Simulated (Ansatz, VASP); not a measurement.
# Two plane-wave programs on YNbSe3

```xyz
5
Lattice="5.3400 0.0000 0.0000 0.0000 5.3400 0.0000 0.0000 0.0000 5.3400" Properties=species:S:1:pos:R:3 pbc="T T T"
Y     0.0000    0.0000    0.0000
Nb    2.6700    2.6700    2.6700
Se    2.6700    0.0000    0.0000
Se    0.0000    2.6700    0.0000
Se    0.0000    0.0000    2.6700
```

Alike in both runs: functional PBE; k mesh 4 × 4 × 4; occupations gaussian, width 0.1 eV; collinear spin.

Ansatz relaxed the structure, and its values are those at the end. VASP's run is a single point on that final structure, the one shown.

|  | VASP | Ansatz |
| --- | --- | --- |
| version | VASP 6.6.1 | Ansatz 0.2.0 |
| potentials or method | VASP PAW PBE potentials, release 64 (Y_sv, Nb_sv, Se), cutoff 520 eV | scalar-relativistic, plane waves, PAW |
| valence electrons in the cell | 42 | 72 |

|  | VASP | Ansatz | Ansatz less VASP |
| --- | --- | --- | --- |
| gap on the k mesh at the Fermi level (eV) | none | none | - |
| pressure (GPa) | 0.1 | 0.1 | +0.02 |
| net moment per atom (μB) | 0.43 | 0.43 | -0.001 |
| size of the moment on the site where the two differ most (μB) | 2.35 | 2.87 | +0.525 |

Site moments also hang on the region over which each program counts them. A gap of «none» marks a metal or a gap that the smearing closes. VASP's potentials hold 42 valence electrons a cell and Ansatz's 72, so a difference there can come from the potentials and not from the codes. Ansatz's warnings: no starting moments.
